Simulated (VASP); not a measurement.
# Al2Au (Fm-3m) in VASP: further runs

Al2Au is run at these levels: PBE; tasks: single point.

Program: VASP 6.6.1. These are calculated values, not measurements. Logs are shortened: lines on timing, memory, paths and dates and some standing lists are left out, and cuts for length are marked.

## (1) The cell of the first run

The structure is cubic, space group Fm-3m (No. 225). Conventional cell: a = 5.823 Å, b = 5.823 Å, c = 5.823 Å, α = 90.00°, β = 90.00°, γ = 90.00°. Al (site symmetry -43m) has 4 Au at 2.52 Å and 6 Al at 2.91 Å within 3.3 Å. Within 3.3 Å of Au (site symmetry m-3m) lie 8 Al at 2.52 Å.

## (2) Single point, PBE (strained)

Contents of INCAR:

```
  ALGO = Fast
  EDIFF = 1E-6
  ENCUT = 520
  GGA = PE
  ISIF = 2
  ISMEAR = 0
  LASPH = T
  LCHARG = T
  LELF = T
  LREAL = F
  LVHAR = T
  LWAVE = F
  NBANDS = 16
  NELM = 100
  PREC = Accurate
  SIGMA = 0.1
```

Contents of KPOINTS:

```
k-points
0
Gamma
  12 12 12
```

Contents of POSCAR:

```
Al2Au
1.0
    0.0000000000      2.9113500000      2.9113500000
    2.9113500000      0.0000000000      2.9113500000
    2.9113500000      2.9113500000      0.0000000000
Al Au
2 1
Direct
    0.2500000000      0.2500000000      0.2500000000
    0.7500000000      0.7500000000      0.7500000000
    0.0000000000      0.0000000000      0.0000000000
```

Potentials or basis: VASP PAW PBE potentials, release 64 (Al, Au).

On the command line:

```
cat potpaw_PBE.64/Al/POTCAR potpaw_PBE.64/Au/POTCAR > POTCAR
mpirun -np 1 vasp_std > vasp.out
```

OUTCAR:

```text
EDIFF = 1E-6
   ENCUT = 520
   GGA = PE
   ISIF = 2
   ISMEAR = 0
   LASPH = T
   LREAL = F
   NELM = 100
   PREC = Accurate

 ion  position               nearest neighbor table
   1  0.250  0.250  0.250-   3 2.52   3 2.52   3 2.52   3 2.52   2 2.91   2 2.91   2 2.91   2 2.91
                             2 2.91   2 2.91
   2  0.750  0.750  0.750-   3 2.52   3 2.52   3 2.52   3 2.52   1 2.91   1 2.91   1 2.91   1 2.91
                             1 2.91   1 2.91
   3  0.000  0.000  0.000-   2 2.52   2 2.52   2 2.52   1 2.52   2 2.52   1 2.52   1 2.52   1 2.52

  LATTYP: Found a face centered cubic cell.
 ALAT       =     5.8227000000

  Lattice vectors:

 A1 = (   0.0000000000,   2.9113500000,   2.9113500000)
 A2 = (   2.9113500000,   0.0000000000,   2.9113500000)
 A3 = (   2.9113500000,   2.9113500000,   0.0000000000)

Analysis of symmetry for initial positions (statically):
=====================================================================
 Subroutine PRICEL returns:
 Original cell was already a primitive cell.

 Routine SETGRP: Setting up the symmetry group for a
 face centered cubic supercell.

 Subroutine GETGRP returns: Found 48 space group operations
 (whereof 48 operations were pure point group operations)
 out of a pool of 48 trial point group operations.

The static configuration has the point symmetry O_h .

Analysis of symmetry for dynamics (positions and initial velocities):
=====================================================================
 Subroutine PRICEL returns:
 Original cell was already a primitive cell.

 Routine SETGRP: Setting up the symmetry group for a
 face centered cubic supercell.

 Subroutine GETGRP returns: Found 48 space group operations
 (whereof 48 operations were pure point group operations)
 out of a pool of 48 trial point group operations.

The dynamic configuration has the point symmetry O_h .

 Subroutine INISYM returns: Found 48 space group operations
 (whereof 48 operations are pure point group operations),
 and found     1 'primitive' translations

----------------------------------------------------------------------------------------

                                     Primitive cell

  volume of cell :      49.3530

  direct lattice vectors                    reciprocal lattice vectors
     0.000000000  2.911350000  2.911350000    -0.171741632  0.171741632  0.171741632
     2.911350000  0.000000000  2.911350000     0.171741632 -0.171741632  0.171741632
     2.911350000  2.911350000  0.000000000     0.171741632  0.171741632 -0.171741632

  length of vectors
     4.117270655  4.117270655  4.117270655     0.297465232  0.297465232  0.297465232

  position of ions in fractional coordinates (direct lattice)
     0.250000000  0.250000000  0.250000000
     0.750000000  0.750000000  0.750000000
     0.000000000  0.000000000  0.000000000

  ion indices of the primitive-cell ions
   primitive index   ion index
                 1           1
                 2           2
                 3           3

----------------------------------------------------------------------------------------

 KPOINTS: k-points

Automatic generation of k-mesh.
 Grid dimensions read from file:
 generate k-points for:   12   12   12

 Generating k-lattice:

  Cartesian coordinates                     Fractional coordinates (reciprocal lattice)
    -0.014311803  0.014311803  0.014311803     0.083333333  0.000000000  0.000000000
     0.014311803 -0.014311803  0.014311803     0.000000000  0.083333333  0.000000000
     0.014311803  0.014311803 -0.014311803     0.000000000  0.000000000  0.083333333

  Length of vectors
     0.024788769  0.024788769  0.024788769

  Shift w.r.t. Gamma in fractional coordinates (k-lattice)
     0.000000000  0.000000000  0.000000000

 Subroutine IBZKPT returns following result:
 ===========================================

 Found     72 irreducible k-points:

 Following reciprocal coordinates:
            Coordinates               Weight
  0.000000  0.000000  0.000000      1.000000
  0.083333  0.000000  0.000000      8.000000
  0.166667  0.000000  0.000000      8.000000
  0.250000  0.000000  0.000000      8.000000
  0.333333  0.000000  0.000000      8.000000
  0.416667  0.000000  0.000000      8.000000
[... 16 lines left out ...]
  0.500000  0.166667  0.000000     24.000000
 -0.416667  0.166667  0.000000     24.000000
 [... further k-points ...]
   k-points           NKPTS =     72   k-points in BZ     NKDIM =     72   number of bands    NBANDS=     16
   number of dos      NEDOS =    301   number of ions     NIONS =      3
   total plane-waves  NPLWV =  32768
   dimension x,y,z NGX =    32 NGY =   32 NGZ =   32
   dimension x,y,z NGXF=    64 NGYF=   64 NGZF=   64
   ions per type =               2   1
   NGX,Y,Z   is equivalent  to a cutoff of  12.92, 12.92, 12.92 a.u.
   NGXF,Y,Z  is equivalent  to a cutoff of  25.84, 25.84, 25.84 a.u.
 SYSTEM =  unknown system
   PREC   = accura    normal or accurate (medium, high low for compatibility)
   ISTART =      0    job   : 0-new  1-cont  2-samecut
   ICHARG =      2    charge: 1-file 2-atom 10-const
   ISPIN  =      1    spin polarized calculation?
   LNONCOLLINEAR =      F non collinear calculations
   LSORBIT =      F    spin-orbit coupling
   LASPH  =      T    aspherical Exc in radial PAW
   ENCUT  =  520.0 eV  38.22 Ry    6.18 a.u.   7.66  7.66  7.66*2*pi/ulx,y,z
   NELM   =    100;   NELMIN=  2; NELMDL= -5     # of ELM steps
   EDIFF  = 0.1E-05   stopping-criterion for ELM
   LREAL  =      F    real-space projection
   EDIFFG = 0.1E-04   stopping-criterion for IOM
   NSW    =      0    number of steps for IOM
   IBRION =     -1    ionic relax: 0-MD 1-quasi-New 2-CG
   NFREE  =      0    steps in history (QN), initial steepest desc. (CG)
   ISIF   =      2    stress and relaxation
   ISYM   =      2    0-nonsym 1-usesym 2-fastsym
   POTIM  = 0.5000    time-step for ionic-motion
   TEBEG  =    0.0;   TEEND  =   0.0 temperature during run
   PSTRESS=    0.0 pullay stress
   NELECT =      17.0000    total number of electrons
   NUPDOWN=      -1.0000    fix difference up-down
   EMIN   =  10.00;   EMAX   =-10.00  energy-range for DOS
   EFERMI =   0.00;   METHOD = LEGACY
   ISMEAR =     0;   SIGMA  =   0.10  broadening in eV -4-tet -1-fermi 0-gaus
   EFERMI_NEDOS =   21; number of points for ismear=-14 and -15
   IALGO  =     68    algorithm
   IMIX   =      4    mixing-type and parameters
     AMIX     =   0.40;   BMIX     =  1.00
     AMIX_MAG =   1.60;   BMIX_MAG =  1.00
  volume/ion in A,a.u.               =      16.45       111.02
  Fermi-wavevector in a.u.,A,eV,Ry     =   1.147590  2.168630 17.918364  1.316963
  Thomas-Fermi vector in A             =   2.284269
   LORBIT       =      0    0 simple, 1 ext, 2 COOP (PROOUT), +10 PAW based schemes
   GGA     = PE    functional components
   LHFCALC =     F    Hartree Fock is set to
   AEXX    =    0.0000 exact exchange contribution
   IVDW    =     0    specifies the selected vdW correction
   LEPSILON=     F    determine dielectric tensor
   LRPA    =     F    only Hartree local field effects (RPA)
 non-spin polarized calculation
 RMM-DIIS sequential band-by-band and
 Gauss-broadening in eV      SIGMA  =   0.10
  energy-cutoff  :      520.00
  volume of cell :       49.35
 maximum number of plane-waves:      1363
   NGX = 15   NGY = 15   NGZ = 15

 number of electron      17.0000000 magnetization

 Free energy of the ion-electron system (eV)
  ---------------------------------------------------
  ext. energy  EPLUGINS =         0.00000000
  ---------------------------------------------------
  free energy    TOTEN  =       -11.73903928 eV

  energy without entropy =      -11.73409915  energy(sigma->0) =      -11.73656922

 E-fermi :   8.9015     XC(G=0): -10.9230

 val. band max:        8.8409878492   @ k =   0.3333   0.1667   0.0000
 cond. band min:       8.9468974011   @ k =  -0.2500   0.0833   0.0000
 fundamental gap:      0.1059095519
 Fermi energy:         8.9015118352

 k-point     1 :       0.0000    0.0000    0.0000
  band No.  band energies     occupation
      1      -2.3467      2.00000
      2       1.7641      2.00000
      3       1.7641      2.00000
      4       1.7641      2.00000
      5       2.8200      2.00000
      6       2.8200      2.00000
[... 8 lines left out ...]
     15      14.9014      0.00000
     16      14.9014      0.00000

 k-point     2 :       0.0833    0.0000    0.0000
  band No.  band energies     occupation
      1      -2.2487      2.00000
      2       1.7342      2.00000
      3       1.7903      2.00000
      4       1.7903      2.00000
      5       2.8140      2.00000
      6       2.8140      2.00000
[... 8 lines left out ...]
     15      14.6154      0.00000
     16      14.7175      0.00000

 k-point     3 :       0.1667    0.0000    0.0000
  band No.  band energies     occupation
      1      -1.9604      2.00000
      2       1.6595      2.00000
      3       1.8581      2.00000
      4       1.8581      2.00000
      5       2.8056      2.00000
      6       2.8056      2.00000
[... 8 lines left out ...]
     15      14.5603      0.00000
     16      15.0748      0.00000

 k-point     4 :       0.2500    0.0000    0.0000
  band No.  band energies     occupation
      1      -1.5035      2.00000
      2       1.5822      2.00000
      3       1.9378      2.00000
      4       1.9378      2.00000
      5       2.8192      2.00000
      6       2.8192      2.00000
[... 8 lines left out ...]
     15      15.4830      0.00000
     16      15.9033      0.00000
[... 324 lines left out ...]
 k-point    22 :       0.4167    0.1667    0.0000
  band No.  band energies     occupation
      1      -0.3950      2.00000
      2       1.4161      2.00000
      3       2.0807      2.00000
      4       2.1578      2.00000
      5       2.8030      2.00000
      6       3.0141      2.00000
[... 8 lines left out ...]
     15      18.5683      0.00000
     16      19.1414      0.00000

 k-point    23 :       0.5000    0.1667    0.0000
  band No.  band energies     occupation
      1       0.0602      2.00000
      2       1.5627      2.00000
      3       2.0943      2.00000
      4       2.1809      2.00000
      5       2.9915      2.00000
      6       3.0184      2.00000
[... 8 lines left out ...]
     15      18.3782      0.00000
     16      19.4917      0.00000

 k-point    24 :      -0.4167    0.1667    0.0000
  band No.  band energies     occupation
      1       0.1269      2.00000
      2       1.6366      2.00000
      3       2.1423      2.00000
      4       2.1850      2.00000
      5       2.9013      2.00000
      6       2.9278      2.00000
[... 8 lines left out ...]
     15      17.4376      0.00000
     16      18.2121      0.00000

 [... further k-points ...]

------------------------ aborting loop because EDIFF is reached ----------------------------------------

  FORCE on cell =-STRESS in cart. coord.  units (eV):
  Direction    XX          YY          ZZ          XY          YZ          ZX
  --------------------------------------------------------------------------------------
  -------------------------------------------------------------------------------------
  Total        5.0529194      5.0529194      5.0529194      0.0000000     -0.0000000      0.0000000
  in kB      164.0362004    164.0362004    164.0362004      0.0000000     -0.0000000      0.0000000
  external PRESSURE =     164.0362004 kB  Pullay stress =       0.0000000 kB

 VOLUME and BASIS-vectors are now :
 -----------------------------------------------------------------------------
  energy-cutoff  :      520.00
  volume of cell :       49.35
      direct lattice vectors                 reciprocal lattice vectors
     0.000000000  2.911350000  2.911350000    -0.171741632  0.171741632  0.171741632
     2.911350000  0.000000000  2.911350000     0.171741632 -0.171741632  0.171741632
     2.911350000  2.911350000  0.000000000     0.171741632  0.171741632 -0.171741632

 POSITION                                       TOTAL-FORCE (eV/Angst)
 -----------------------------------------------------------------------------------
      1.45568      1.45568      1.45568        -0.000000     -0.000000      0.000000
      4.36702      4.36702      4.36702         0.000000      0.000000     -0.000000
      0.00000      0.00000      0.00000         0.000000     -0.000000     -0.000000
 -----------------------------------------------------------------------------------
    total drift:                                0.000000     -0.000000      0.000000

  FREE ENERGIE OF THE ION-ELECTRON SYSTEM (eV)
  ---------------------------------------------------
  free  energy   TOTEN  =       -11.7390392840 eV

  energy  without entropy=      -11.7340991506  energy(sigma->0) =      -11.73656922
```

Run time: 84 s. Hardware: 1 thread of AMD EPYC 7R43 (Zen 3), shared host; peak memory 0.17 GiB.

What came out:

- Free energy: -11.7390 eV
- Pressure: 16.4 GPa

Levels at points of the mesh, in eV from the Fermi level:
```
           k point  band 5  band 6  band 7  band 8  band 9  band 10  band 11  band 12  band 13  band 14
(0.00, 0.00, 0.00)   -6.08   -6.08    2.89    2.96    2.96     2.96     4.32     4.32     4.32     6.00
(0.50, 0.00, 0.00)   -5.93   -5.93   -5.82    0.29    0.29     3.44     4.10     4.10     4.34     9.14
(0.50, 0.50, 0.00)   -6.21   -5.71   -5.34   -2.35   -2.35     1.79     2.13     7.66    10.59    10.59
```

Caveat: the cell differs from its parent crystal (strained); spin-orbit coupling is left out, which moves the levels of the heavy elements.

## (3) Single point, PBE (strained)

Contents of INCAR:

```
PREC = Accurate
ENCUT = 520
EDIFF = 1E-6
ISMEAR = 0
SIGMA = 0.1
LREAL = False
LASPH = True
NELM = 60
ALGO = Fast
ISIF = 2
LWAVE = False
LCHARG = False
GGA = PE
NBANDS = 16
```

Contents of KPOINTS:

```
Automatic mesh
0
Gamma
  12 12 12
```

Contents of POSCAR:

```
Al2Au
1.0
    0.0000000000      2.9835300000      2.9835300000
    2.9835300000      0.0000000000      2.9835300000
    2.9835300000      2.9835300000      0.0000000000
Al Au
2 1
Direct
    0.2500000000      0.2500000000      0.2500000000
    0.7500000000      0.7500000000      0.7500000000
    0.0000000000      0.0000000000      0.0000000000
```

Potentials or basis: VASP PAW PBE potentials, release 64 (Al, Au).

On the command line:

```
cat potpaw_PBE.64/Al/POTCAR potpaw_PBE.64/Au/POTCAR > POTCAR
mpirun -np 1 vasp_std > vasp.out
```

OUTCAR:

```text
PREC = Accurate
   ENCUT = 520
   EDIFF = 1E-6
   ISMEAR = 0
   LREAL = False
   LASPH = True
   NELM = 60
   ISIF = 2
   GGA = PE

 ion  position               nearest neighbor table
   1  0.250  0.250  0.250-   3 2.58   3 2.58   3 2.58   3 2.58   2 2.98   2 2.98   2 2.98   2 2.98
                             2 2.98   2 2.98
   2  0.750  0.750  0.750-   3 2.58   3 2.58   3 2.58   3 2.58   1 2.98   1 2.98   1 2.98   1 2.98
                             1 2.98   1 2.98
   3  0.000  0.000  0.000-   2 2.58   2 2.58   2 2.58   1 2.58   2 2.58   1 2.58   1 2.58   1 2.58

  LATTYP: Found a face centered cubic cell.
[... 653 lines left out ...]
  Direction    XX          YY          ZZ          XY          YZ          ZX
  --------------------------------------------------------------------------------------
  -------------------------------------------------------------------------------------
  Total        1.7133697      1.7133697      1.7133697      0.0000000      0.0000000      0.0000000
  in kB       51.6821359     51.6821359     51.6821359      0.0000000      0.0000000      0.0000000
  external PRESSURE =      51.6821359 kB  Pullay stress =       0.0000000 kB

 VOLUME and BASIS-vectors are now :
 -----------------------------------------------------------------------------
  energy-cutoff  :      520.00
  volume of cell :       53.12
      direct lattice vectors                 reciprocal lattice vectors
     0.000000000  2.983530000  2.983530000    -0.167586718  0.167586718  0.167586718
     2.983530000  0.000000000  2.983530000     0.167586718 -0.167586718  0.167586718
     2.983530000  2.983530000  0.000000000     0.167586718  0.167586718 -0.167586718

 POSITION                                       TOTAL-FORCE (eV/Angst)
 -----------------------------------------------------------------------------------
      1.49177      1.49177      1.49177         0.000000     -0.000000      0.000000
      4.47530      4.47530      4.47530        -0.000000     -0.000000     -0.000000
      0.00000      0.00000      0.00000        -0.000000      0.000000     -0.000000
 -----------------------------------------------------------------------------------
    total drift:                                0.000000     -0.000000      0.000000

  FREE ENERGIE OF THE ION-ELECTRON SYSTEM (eV)
  ---------------------------------------------------
  free  energy   TOTEN  =       -11.9858500147 eV

  energy  without entropy=      -11.9810721799  energy(sigma->0) =      -11.98346110
```

Run time: 77 s. Hardware: 1 thread of AMD EPYC 7R43 (Zen 3), shared host; peak memory 0.18 GiB.

What came out:

* Free energy: -11.9859 eV
* Pressure: 5.2 GPa

Caveat: the cell differs from its parent crystal (strained); spin-orbit coupling is left out, which moves the levels of the heavy elements.
